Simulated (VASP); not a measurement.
Set up this calculation in VASP 6.6.1, as the native input.

```
Task                   : single point
Functional             : PBE
Potentials or basis    : VASP PAW PBE potentials, release 64 (Al, Ru_pv, N)
Cutoff                 : 520 eV
k mesh                 : 4 × 4 × 3
Occupations            : gaussian, width 0.2 eV
Spin                   : collinear spin, ferromagnetic start
Starting moments       : [0.0, 0.0, 0.0, 1.0, 0.0] μB
Dipole correction      : no
Further INCAR settings : ALGO = Normal; EDIFF = 1e-07; NBANDS = 26
```

The structure of Al3RuN lies in POSCAR:

```
Al3RuN
1.0
    3.6453640799      0.0000000000      0.0000000000
    0.0000000000      3.6453640799      0.0000000000
    0.0000000000      0.0000000000      5.2862289993
Al Ru N
3 1 1
Direct
    0.0000000000      0.0000000000      1.0338082846
    0.5000000000      0.0000000000      0.5581639239
    0.0000000000      0.5000000000      0.5581639239
    0.5000000000      0.5000000000      0.8786994370
    0.0000000000      0.0000000000      0.3973834106
```

The cell was generated, and may not be a known phase.

The input as run:

INCAR

```
SYSTEM = Al3RuN
PREC = Accurate
ENCUT = 520
EDIFF = 1E-7
ISMEAR = 0
SIGMA = 0.2
LREAL = .FALSE.
LASPH = .TRUE.
NELM = 150
ALGO = Normal
ISIF = 2
LWAVE = .FALSE.
LCHARG = .FALSE.
ISPIN = 2
MAGMOM = 0 0 0 1 0
LORBIT = 11
LMAXMIX = 4
GGA = PE
NBANDS = 26
```

KPOINTS

```
regular mesh
0
G
  4 4 3
  0 0 0
```

Potentials or basis: VASP PAW PBE potentials, release 64 (Al, Ru_pv, N).

Launch:

```console
$ cat potpaw_PBE.64/Al/POTCAR potpaw_PBE.64/Ru_pv/POTCAR potpaw_PBE.64/N/POTCAR > POTCAR
$ mpirun -np 1 vasp_std > vasp.out
```

Results of the run:

| Property | Result |
| --- | --- |
| Pressure | -0.1 GPa |
| Largest force | 0.085 eV/Å |
| Band gap on the k mesh | zero (filled and empty bands overlap) |
| Net moment | 0.00 μB per cell |
| Valence electrons inside the program's atomic spheres | Al 0.74, 0.80 (each value once); Ru 12.83; N 3.80 |

Caveat: the k points lie up to 0.43 Å⁻¹ apart, too coarse for converged energies and pressures of a metal.

Run time: 24 s on 1 thread of AMD EPYC 9R45 96-Core Processor (Zen 5), with other jobs on the host, peak memory 0.18 GiB.
